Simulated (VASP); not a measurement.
A run of VASP 6.6.1:

Contents of INCAR:

```
SYSTEM = InO
ALGO = Normal
EDIFF = 1E-6
ENCUT = 520
GGA = CA
ISIF = 2
ISMEAR = 0
LASPH = .True.
LCHARG = .False.
LREAL = .False.
LWAVE = .False.
NBANDS = 27
NELM = 100
PREC = Accurate
SIGMA = 0.03
```

Contents of KPOINTS:

```
k-points
0
Gamma
  12 12 4
  0 0 0
```

Contents of POSCAR:

```
InO
1.0
    3.1644093112      0.0000000000      0.0000000000
   -1.5822046556      2.7404588514      0.0000000000
    0.0000000000      0.0000000000     18.9118238907
In O
2 2
Direct
    0.6666666667      0.3333333333      0.5900210000
    0.6666666667      0.3333333333      0.4099790000
    0.0000000000      0.0000000000      0.6398670000
    0.0000000000      0.0000000000      0.3601330000
```

Potentials or basis: VASP PAW LDA potentials, release 64 (In_d, O).

Command:

```console
$ cat potpaw_LDA.64/In_d/POTCAR potpaw_LDA.64/O/POTCAR > POTCAR
$ mpirun -np 1 vasp_std > vasp.out
```

Hardware: 1 thread of Intel(R) Xeon(R) Platinum 8488C (Sapphire Rapids), with other jobs on the host.

Q: How long does it take, and how much memory?

A: Run time: 5.9 min on 1 thread of Intel(R) Xeon(R) Platinum 8488C (Sapphire Rapids), on a shared host, peak memory 0.36 GiB. Counts: scf iterations 22, k points 57.
